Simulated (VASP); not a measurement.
Ir, 1 atom in the cell. Symmetry: Fm-3m, No. 225, cubic system. Conventional cell: a = 3.812 Å, b = 3.812 Å, c = 3.812 Å, α = 90.00°, β = 90.00°, γ = 90.00°. Within 3.6 Å of Ir (site symmetry m-3m) lie 12 Ir at 2.70 Å. 

```yaml
Program: VASP 6.6.1
Task: single point
Functional: LDA
Potentials_or_basis: VASP PAW LDA potentials, release 64 (Ir)
Cutoff: 520 eV
k_mesh: 14 × 14 × 14
Occupations: methfessel-paxton, width 0.1 eV
Spin: no spin polarisation
Dipole_correction: no
Further_INCAR_settings: ALGO = Normal; EDIFF = 1e-06; NBANDS = 10
```

Potentials or basis: VASP PAW LDA potentials, release 64 (Ir).

The run is started by

```sh
$ cat potpaw_LDA.64/Ir/POTCAR > POTCAR
$ mpirun -np 1 vasp_std > vasp.out
```

Hardware: 1 thread of Intel Xeon 6975P-C, with other jobs on the host.

How long does it take, and how much memory?

Run time: 4.7 s on 1 thread of Intel Xeon 6975P-C, with other jobs on the host, peak memory 0.13 GiB. Counts: scf iterations 11, k points 104.
